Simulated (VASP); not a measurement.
# Ca: single point with PBE

The system is Ca.

```
Ca
1.0
     0.00000    2.72102    2.72102
     2.72102    0.00000    2.72102
     2.72102    2.72102    0.00000
Ca
1
Direct
  0.00000 0.00000 0.00000
```

This cell differs from its parent crystal: strained.

```json
{"Program": "VASP 6.6.1", "Task": "single point", "Functional": "PBE", "Potentials or basis": "VASP PAW PBE potentials, release 64 (Ca_sv)", "Cutoff": "520 eV", "k mesh": "14 × 14 × 14", "Occupations": "gaussian, width 0.1 eV", "Spin": "no spin polarisation", "Dipole correction": "no", "Further INCAR settings": "ALGO = Fast; EDIFF = 1e-07; NBANDS = 11"}
```

* Pressure: 0.9 GPa
* Band gap on the k mesh: zero (band 5 reaches 2.27 eV, above the bottom of band 6 at 2.02 eV)

Levels at points of the mesh, in eV from the Fermi level:
| k point | band 3 | band 4 | band 5 | band 6 | band 7 | band 8 |
| --- | --- | --- | --- | --- | --- | --- |
| (0.00, 0.00, 0.00) | -22.81 | -22.81 | -4.10 | 2.41 | 2.41 | 2.41 |
| (0.50, 0.00, 0.00) | -22.84 | -22.84 | -1.00 | -0.12 | 2.28 | 2.28 |
| (0.50, 0.50, 0.00) | -22.87 | -22.87 | -0.50 | 0.56 | 1.06 | 4.25 |

It took 2.1 min on 1 thread of AMD EPYC 7R13 (shared host), peak memory 0.16 GiB.

Caveat: the cell differs from its parent crystal (strained).
